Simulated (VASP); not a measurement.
Write the native input for VASP 6.6.1 that does the following.

| Item | Value |
| --- | --- |
| Task | single point |
| Functional | PBEsol |
| Potentials or basis | VASP PAW PBE potentials, release 64 (O, C) |
| Cutoff | 520 eV |
| k mesh | 9 × 9 × 9 |
| Occupations | fermi-dirac, width 0.05 eV |
| Spin | no spin polarisation |
| Dipole correction | no |
| Further INCAR settings | ALGO = Normal; EDIFF = 1e-06; NBANDS = 25 |

The structure of CO2 lies in POSCAR:

```
CO2
1.0
   -1.9614733993      1.9614733993      2.9938288133
    1.9614733993     -1.9614733993      2.9938288133
    1.9614733993      1.9614733993     -2.9938288133
O C
4 2
Direct
    0.8750000000      0.9597980000      0.5847980000
    0.3750000000      0.2902020000      0.4152020000
    0.0402020000      0.6250000000      0.9152020000
    0.7097980000      0.1250000000      0.0847980000
    0.0000000000      0.0000000000      0.0000000000
    0.7500000000      0.2500000000      0.5000000000
```

This cell differs from its parent crystal: volume scaled by 0.98.

These files were run (other wordings do the same):

INCAR

```
PREC = Accurate
ENCUT = 520
EDIFF = 1E-6
ISMEAR = -1
SIGMA = 0.05
LREAL = F
LASPH = T
NELM = 60
ALGO = Normal
ISIF = 2
LWAVE = F
LCHARG = T
GGA = PS
LELF = T
LVHAR = T
NBANDS = 25
```

KPOINTS

```
Automatic mesh
0
Gamma
  9 9 9
```

Potentials or basis: VASP PAW PBE potentials, release 64 (O, C).

Command:

```sh
$ cat potpaw_PBE.64/O/POTCAR potpaw_PBE.64/C/POTCAR > POTCAR
$ mpirun -np 1 vasp_std > vasp.out
```

It gave:

```
Pressure               : 0.4 GPa
Largest force          : 0.166 eV/Å
Band gap on the k mesh : 7.62 eV, indirect (least direct gap 8.09 eV)
```

Caveat: the PAW data sets were made with another functional, which shifts forces and pressure a little.

Run time: 2.1 min on 1 thread of Intel Xeon 6975P-C, with other jobs on the host, peak memory 0.2 GiB.
